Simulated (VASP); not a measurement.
Wanted: the native input for a VASP 6.6.1 run.

* Task: single point
* Functional: PBE
* Potentials or basis: VASP PAW PBE potentials, release 64 (Rb_sv, Dy_3, C), 4f in core
* Cutoff: 600 eV
* k mesh: 6 × 6 × 2
* Occupations: gaussian, width 0.1 eV
* Spin: no spin polarisation
* Dipole correction: no
* Further INCAR settings: ALGO = Normal; EDIFF = 1e-06; NBANDS = 34

The structure of RbDy4C lies in POSCAR:

```
RbDy4C
1.0
    4.6706090703      0.0000000000      0.0000000000
   -2.3353045352      4.0448661061      0.0000000000
    0.0000000000      0.0000000000     13.1049157102
Rb Dy C
1 4 1
Direct
    0.0000000000      0.0000000000      0.5000000000
    0.3333333333      0.6666666667      0.0000000000
    0.6666666667      0.3333333333      0.0000000000
    0.0000000000      0.0000000000      0.1712616346
    0.0000000000      0.0000000000      0.8287383654
    0.0000000000      0.0000000000      0.0000000000
```

The cell was generated, and may not be a known phase.

The input as run:

INCAR

```
SYSTEM = RbDy4C
PREC     = Accurate       ! precision mode
ENCUT    = 600            ! plane-wave cutoff, eV
EDIFF    = 1E-6           ! SCF threshold, eV
ISMEAR   = 0              ! smearing method
SIGMA    = 0.1            ! smearing width, eV
LREAL    = .False.        ! projectors in reciprocal space
LASPH    = .True.         ! aspherical terms in the spheres
NELM     = 200            ! most SCF steps
ALGO     = Normal         ! electronic algorithm
ISIF     = 2              ! what is computed and relaxed
LWAVE    = .False.        ! write WAVECAR
LCHARG   = .False.        ! write CHGCAR
GGA      = PE             ! functional
NBANDS   = 34             ! bands
GGA_COMPAT= .False.      
LMAXMIX  = 6              ! l up to which the mixer works
```

KPOINTS

```
regular mesh
0
Gamma
  6 6 2
  0 0 0
```

Potentials or basis: VASP PAW PBE potentials, release 64 (Rb_sv, Dy_3, C), 4f in core.

Launch:

```console
$ cat potpaw_PBE.64/Rb_sv/POTCAR potpaw_PBE.64/Dy_3/POTCAR potpaw_PBE.64/C/POTCAR > POTCAR
$ mpirun -np 1 vasp_std > vasp.out
```

Results of the run:

* Pressure: 0.3 GPa
* Largest force: 0.122 eV/Å
* Band gap on the k mesh: zero (an odd number of electrons rules out a gap without spin polarisation)

Caveat: spin-orbit coupling is left out, which moves the levels of the heavy elements; the 4f electrons are frozen in the core, so they carry no moment and show no levels.

It took 3.9 min on 1 thread of Intel(R) Xeon(R) Platinum 8259CL CPU @ 2.50GHz (Skylake/Cascade Lake) (shared host), peak memory 0.5 GiB.
